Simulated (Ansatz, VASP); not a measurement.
# Au in VASP and in Ansatz

Contents of INCAR:

```
ALGO = Normal
EDIFF = 1E-7
EDIFFG = -0.005
ENCUT = 600
GGA = PE
IBRION = 2
ISIF = 3
ISMEAR = -1
LASPH = True
LCHARG = False
LREAL = False
LWAVE = False
NELM = 100
NSW = 60
PREC = Accurate
SIGMA = 0.05
```

Contents of KPOINTS:

```
k-points
0
Gamma
  15 15 15
```

Contents of POSCAR:

```
Au
1.0
    2.6865005189      0.0000000000      0.0000000000
    0.0000000000      2.6865005189      0.0000000000
    0.0000000000      0.0000000000      2.6865005189
Au
1
Direct
    0.0000000000      0.0000000000      0.0000000000
```

Input for Ansatz:

```yaml
crystal:
  lattice:
    - [2.6865005189, 0.0, 0.0]
    - [0.0, 2.6865005189, 0.0]
    - [0.0, 0.0, 2.6865005189]
  atoms:
    - { symbol: Au, position: [0.0, 0.0, 0.0] }
kpoints:
  mp_grid: { grid: [15, 15, 15] }
scf:
  occupations: { method: fermi_dirac, width: 0.05 }
hamiltonian:
  xc: pbe
  pseudopotentials: { kind: paw }
output:
  forces: true
  stress: true
relax:
  f_tol: 0.005
  max_steps: 40
  cell: {}
```

Alike in both runs: task relaxation of cell and atoms; functional PBE; k mesh 15 × 15 × 15; occupations fermi-dirac, width 0.05 eV; no spin polarisation.

|  | VASP | Ansatz |
| --- | --- | --- |
| version | VASP 6.6.1 | Ansatz 0.2.0 |
| potentials or method | VASP PAW PBE potentials, release 64 (Au) | PAW with Ansatz's default frozen-core files, scalar-relativistic |
| plane-wave cutoff (eV) | 600 | 420 |
| valence electrons in the cell | 11 | 19 |

VASP gave:

| Quantity | Value |
| --- | --- |
| relaxed volume (Å³/atom) | 20.73 |
| relaxed cell length with the largest relative difference (Å) | 2.747 |

Q: What did Ansatz give for the same quantities?

A: Relaxed volume (Å³/atom): 20.76; relaxed cell length with the largest relative difference (Å): 2.749.

VASP's potentials hold 11 valence electrons a cell and Ansatz's 19, so a difference there can come from the potentials and not from the codes.

Spin-orbit coupling is off throughout.
